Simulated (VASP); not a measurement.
A run of VASP 6.6.1 is set up as follows.

INCAR

```
SYSTEM = Er3O
PREC = Accurate ; ENCUT = 600
EDIFF = 1E-7 ; ISMEAR = 0
SIGMA = 0.1 ; LREAL = .False.
LASPH = .True. ; NELM = 200
ALGO = Normal ; ISIF = 3
LWAVE = .False. ; LCHARG = .False.
GGA = PE ; IBRION = 2
NSW = 100 ; EDIFFG = -0.01
GGA_COMPAT = .False. ; NELMIN = 4
LMAXMIX = 6
```

KPOINTS

```
regular mesh
0
Gamma
  10 10 10
  0 0 0
```

Contents of POSCAR:

```
Er3O
1.0
    4.5517753046      0.0000000000      0.0000000000
    0.0000000000      4.5517753046      0.0000000000
    0.0000000000      0.0000000000      4.5517753046
Er O
3 1
Direct
    0.0000000000      0.5000000000      0.5000000000
    0.5000000000      0.0000000000      0.5000000000
    0.5000000000      0.5000000000      0.0000000000
    0.0000000000      0.0000000000      0.0000000000
```

Potentials or basis: VASP PAW PBE potentials, release 64 (Er_3, O), 4f in core.

Command:

```bash
$ cat potpaw_PBE.64/Er_3/POTCAR potpaw_PBE.64/O/POTCAR > POTCAR
$ mpirun -np 1 vasp_std > vasp.out
```

(1) Predict the space group after relaxing (to 0.1 Å).

(2) Estimate the relaxed volume.

Results:

(1) Pm-3m (No. 221).

(2) 23.53 Å³/atom.

Caveat: the highest band is partly filled, so the run has too few bands; the run has no spin polarisation, though such a crystal can be magnetic.
